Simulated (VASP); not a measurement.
# TlCl (Pm-3m) in VASP: further runs, part 2 of 2

VASP 6.6.1. The steps go on from the part before.

## (4) Relaxation of cell and atoms, PBEsol, target pressure 15 GPa, at which the enthalpy is minimised

The input, INCAR:

```
SYSTEM = TlCl
  PREC = Accurate
  ENCUT = 500
  EDIFF = 1E-7
  ISMEAR = 0
  SIGMA = 0.01
  LREAL = .FALSE.
  LASPH = .TRUE.
  NELM = 120
  ALGO = Normal
  ISIF = 3
  LWAVE = .FALSE.
  LCHARG = .FALSE.
  GGA = PS
  IBRION = 2
  NSW = 100
  EDIFFG = -0.002
  PSTRESS = 150.0
  GGA_COMPAT = .FALSE.
  NELMIN = 4
```

The input, KPOINTS:

```
Automatic mesh
0
G
  6 6 6
  0 0 0
```

The input, POSCAR:

```
TlCl
1.0
    3.7692256933      0.0000000000      0.0000000000
    0.0000000000      3.7692256933      0.0000000000
    0.0000000000      0.0000000000      3.7692256933
Tl Cl
1 1
Direct
    0.0000000000      0.0000000000      0.0000000000
    0.5000000000      0.5000000000      0.5000000000
```

Potentials or basis: VASP PAW PBE potentials, release 64 (Tl_d, Cl).

Launch:

```bash
$ cat potpaw_PBE.64/Tl_d/POTCAR potpaw_PBE.64/Cl/POTCAR > POTCAR
$ mpirun -np 1 vasp_std > vasp.out
```

OUTCAR:

```text
SYSTEM = TlCl
   PREC = Accurate
   ENCUT = 500
   EDIFF = 1E-7
   ISMEAR = 0
   LREAL = .FALSE.
   LASPH = .TRUE.
   NELM = 120
   ISIF = 3
   GGA = PS
   IBRION = 2
   NSW = 100
   EDIFFG = -0.002
   PSTRESS = 150.0
   NELMIN = 4

 ion  position               nearest neighbor table
   1  0.000  0.000  0.000-   2 3.26   2 3.26   2 3.26   2 3.26   2 3.26   2 3.26   2 3.26   2 3.26

   2  0.500  0.500  0.500-   1 3.26   1 3.26   1 3.26   1 3.26   1 3.26   1 3.26   1 3.26   1 3.26

  LATTYP: Found a simple cubic cell.
 ALAT       =     3.7692256933

  Lattice vectors:

 A1 = (   3.7692256933,   0.0000000000,   0.0000000000)
 A2 = (   0.0000000000,   3.7692256933,   0.0000000000)
 A3 = (   0.0000000000,   0.0000000000,   3.7692256933)

Analysis of symmetry for initial positions (statically):
=====================================================================
 Subroutine PRICEL returns:
 Original cell was already a primitive cell.

 Routine SETGRP: Setting up the symmetry group for a
 simple cubic supercell.

 Subroutine GETGRP returns: Found 48 space group operations
 (whereof 48 operations were pure point group operations)
 out of a pool of 48 trial point group operations.

The static configuration has the point symmetry O_h .

Analysis of symmetry for dynamics (positions and initial velocities):
=====================================================================
 Subroutine PRICEL returns:
 Original cell was already a primitive cell.

 Routine SETGRP: Setting up the symmetry group for a
 simple cubic supercell.
[... 146 lines left out ...]
  ext. energy  EPLUGINS =         0.00000000
  ---------------------------------------------------
  free energy    TOTEN  =        -6.46876526 eV

  energy without entropy =       -6.46876526  energy(sigma->0) =       -6.46876526

 E-fermi :   3.3239     XC(G=0):  -9.6202

 val. band max:        3.1996124218   @ k =   0.5000   0.0000   0.0000
 cond. band min:       4.9997976030   @ k =   0.5000   0.0000   0.0000
 fundamental gap:      1.8001851812
 Fermi energy:         3.3239155327

 k-point     1 :       0.0000    0.0000    0.0000
  band No.  band energies     occupation
      1     -10.9065      2.00000
      2      -6.8287      2.00000
      3      -6.8287      2.00000
      4      -6.5411      2.00000
      5      -6.5411      2.00000
      6      -6.5411      2.00000
      7      -1.5664      2.00000
      8       1.4071      2.00000
      9       1.4071      2.00000
     10       1.4071      2.00000
     11      10.7298      0.00000
     12      10.7298      0.00000
     13      11.1312      0.00000
     14      11.1312      0.00000
[... 510 lines left out ...]
--------------------------------------- Ionic step        6  -------------------------------------------

 number of electron      19.9999996 magnetization

 Free energy of the ion-electron system (eV)
  ---------------------------------------------------
  ext. energy  EPLUGINS =         0.00000000
  ---------------------------------------------------
  free energy    TOTEN  =        -6.03425453 eV

  energy without entropy =       -6.03425453  energy(sigma->0) =       -6.03425453

 E-fermi :   6.9819     XC(G=0): -10.9410

 val. band max:        6.8897105116   @ k =   0.5000   0.0000   0.0000
 cond. band min:       7.6087755305   @ k =   0.5000   0.5000   0.5000
 fundamental gap:      0.7190650188
 Fermi energy:         6.9819400530

 k-point     1 :       0.0000    0.0000    0.0000
  band No.  band energies     occupation
      1      -9.4555      2.00000
      2      -4.2488      2.00000
      3      -4.2488      2.00000
      4      -3.6661      2.00000
      5      -3.6661      2.00000
      6      -3.6661      2.00000
      7       1.3016      2.00000
      8       3.5120      2.00000
      9       3.5120      2.00000
     10       3.5120      2.00000
     11      13.4024      0.00000
     12      13.4024      0.00000
     13      15.7564      0.00000
     14      15.7564      0.00000
[... 354 lines left out ...]
  energy  without entropy=       -6.0342545260  energy(sigma->0) =       -6.03425453

  enthalpy is  TOTEN    =        -2.1572794121 eV   P V=        3.8769751140

 reached required accuracy - stopping structural energy minimisation
```

OSZICAR:

```text
N       E                     dE             d eps       ncg     rms          rms(c)
DAV:   1     0.983160449948E+02    0.98316E+02   -0.10216E+04   592   0.125E+03
DAV:   2    -0.267032781309E+01   -0.10099E+03   -0.97971E+02   722   0.252E+02
DAV:   3    -0.674257879196E+01   -0.40723E+01   -0.40659E+01   626   0.463E+01
[... 53 lines left out ...]
DAV:   2    -0.603441630981E+01    0.11148E-02   -0.21583E-03   560   0.429E-01    0.732E-02
DAV:   3    -0.603425324763E+01    0.16306E-03   -0.61598E-04   560   0.232E-01    0.554E-02
DAV:   4    -0.603425408738E+01   -0.83976E-06   -0.15742E-05   572   0.346E-02    0.135E-02
DAV:   5    -0.603425450120E+01   -0.41381E-06   -0.26256E-06   626   0.155E-02    0.286E-03
DAV:   6    -0.603425452604E+01   -0.24849E-07   -0.15012E-07   332   0.358E-03
   6 F= -.21572794E+01 E0= -.21572794E+01  d E =-.182574E-03
```

Wall time 93 s (1 thread of Intel Xeon Platinum 8259CL at 2.50GHz (Skylake/Cascade Lake), shared host); peak memory 0.16 GiB.

What came out:

```yaml
Free_energy: -6.0343 eV
Relaxed_volume: 20.71 Å³/atom
Relaxed_cell: a = 3.460 Å, b = 3.460 Å, c = 3.460 Å, α = 90.00°, β = 90.00°, γ = 90.00°
Space_group_after_relaxing_to_0.1_Å: Pm-3m (No. 221)
Energy_change_on_relaxing_the_run_minimises_the_enthalpy: +217.3 meV/atom
Ionic_steps: 6
Pressure_after_relaxing: 15.0 GPa
Band_gap_on_the_k_mesh: 0.72 eV (least direct gap 0.96 eV)
```

Step by step:
| step | energy change (eV) | largest force (eV/Å) | pressure (GPa) | volume (Å³) |
| --- | --- | --- | --- | --- |
| 1 | 0.0000 | 0.0000 | -0.06 | 53.55 |
| 2 | 1.1400 | 0.0000 | 30.61 | 36.31 |
| 3 | 0.4286 | 0.0000 | 14.85 | 41.47 |
| 4 | 0.4494 | 0.0000 | 15.37 | 41.25 |
| 5 | 0.4243 | 0.0000 | 14.75 | 41.52 |
| 6 | 0.4345 | 0.0000 | 15.00 | 41.41 |

Final structure:
```xyz
2
Lattice="3.4597 0.0000 0.0000 0.0000 3.4597 0.0000 0.0000 0.0000 3.4597" Properties=species:S:1:pos:R:3 pbc="T T T"
Tl    0.0000    0.0000    0.0000
Cl    1.7298    1.7298    1.7298
```

Caveat: the cell is relaxed towards a set pressure, so the run minimises the enthalpy, not the energy; the volume moved by over 15 % at a fixed basis, so the end points are rough; the PAW data sets were made with another functional, which shifts forces and pressure a little; spin-orbit coupling is left out, which moves the levels of the heavy elements.

## (5) Summary

```tsv
cell	gap on the mesh (eV)	pressure (GPa)
relaxed to 7 GPa	1.32	7.0
relaxed to 10 GPa	1.11	10.0
relaxed to 15 GPa	0.72	15.0
```

Alike in all rows: task relaxation of cell and atoms; level PBEsol; potentials or basis VASP PAW PBE potentials, release 64 (Tl_d, Cl); no spin polarisation; k mesh 6 × 6 × 6; cutoff (eV) 500; smearing gaussian 0.01 eV.

Caveats: the cell is relaxed towards a set pressure, so the run minimises the enthalpy, not the energy; the PAW data sets were made with another functional, which shifts forces and pressure a little; spin-orbit coupling is left out, which moves the levels of the heavy elements; the volume moved by over 15 % at a fixed basis, so the end points are rough (at least some runs).

Total energies depend on the potentials used, so only differences within one code and one set of settings carry meaning.
